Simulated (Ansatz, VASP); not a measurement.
One calculation of Fe, two programs

```
Fe
1.0
    -1.37485    1.37485    1.37485
     1.37485   -1.37485    1.37485
     1.37485    1.37485   -1.37485
Fe
1
Direct
  0.00000 0.00000 0.00000
```

Alike in both runs: task single point; functional LDA; k mesh 22 × 22 × 22; occupations gaussian, width 0.05 eV; collinear spin.

|  | VASP | Ansatz |
| --- | --- | --- |
| version | VASP 6.6.1 | Ansatz 0.2.0 |
| potentials or method | VASP PAW LDA potentials, release 64 (Fe), cutoff 520 eV | scalar-relativistic, plane waves, PAW |
| valence electrons in the cell | 8 | 16 |

|  | VASP | Ansatz | Ansatz less VASP |
| --- | --- | --- | --- |
| gap on the k mesh at the Fermi level (eV) | none | none | - |
| pressure (GPa) | -1.0 | 0.1 | +1.08 |
| net moment per atom (μB) | 1.94 | 1.98 | +0.041 |
| size of the moment on the site where the two differ most (μB) | 1.91 | 1.98 | +0.075 |

LDA's correlation is that of Perdew and Zunger in VASP and of Perdew and Wang (1992) in Ansatz. Site moments also hang on the region over which each program counts them. A gap of «none» marks a metal or a gap that the smearing closes. VASP's potentials hold 8 valence electrons a cell and Ansatz's 16, so a difference there can come from the potentials and not from the codes.
